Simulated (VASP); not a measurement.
Set up this calculation in VASP 6.6.1, as the native input.

| Property | Result |
| --- | --- |
| Task | single point |
| Functional | PBEsol |
| Potentials or basis | VASP PAW PBE potentials, release 64 (Cl) |
| Cutoff | 520 eV |
| k mesh | 20 × 20 × 20 |
| Occupations | fermi-dirac, width 0.1 eV |
| Spin | no spin polarisation |
| Dipole correction | no |
| Further INCAR settings | ALGO = Normal; EDIFF = 1e-07; NBANDS = 10 |

The structure of Cl lies in POSCAR:

```
Cl
1.0
    0.0000000000      1.5892402824      1.5892402824
    1.5892402824      0.0000000000      1.5892402824
    1.5892402824      1.5892402824      0.0000000000
Cl
1
Direct
    0.0000000000      0.0000000000      0.0000000000
```

These files were run (other wordings do the same):

INCAR

```
SYSTEM = Cl
  PREC = Accurate
  ENCUT = 520
  EDIFF = 1E-7
  ISMEAR = -1
  SIGMA = 0.1
  LREAL = .False.
  LASPH = .True.
  NELM = 80
  ALGO = Normal
  ISIF = 2
  LWAVE = .False.
  LCHARG = .False.
  GGA = PS
  NBANDS = 10
```

KPOINTS

```
regular mesh
0
Gamma
  20 20 20
  0 0 0
```

Potentials or basis: VASP PAW PBE potentials, release 64 (Cl).

Command:

```sh
$ cat potpaw_PBE.64/Cl/POTCAR > POTCAR
$ mpirun -np 1 vasp_std > vasp.out
```

Results of the run:

| Property | Result |
| --- | --- |
| Pressure | 267.9 GPa |

Caveat: the PAW data sets were made with another functional, which shifts forces and pressure a little; an odd number of electrons without spin polarisation forces a metal; a magnetic or distorted state may lie lower.

Wall time 10 s on 1 thread of Intel(R) Xeon(R) Platinum 8488C (Sapphire Rapids), with other jobs on the host, peak memory 0.13 GiB.
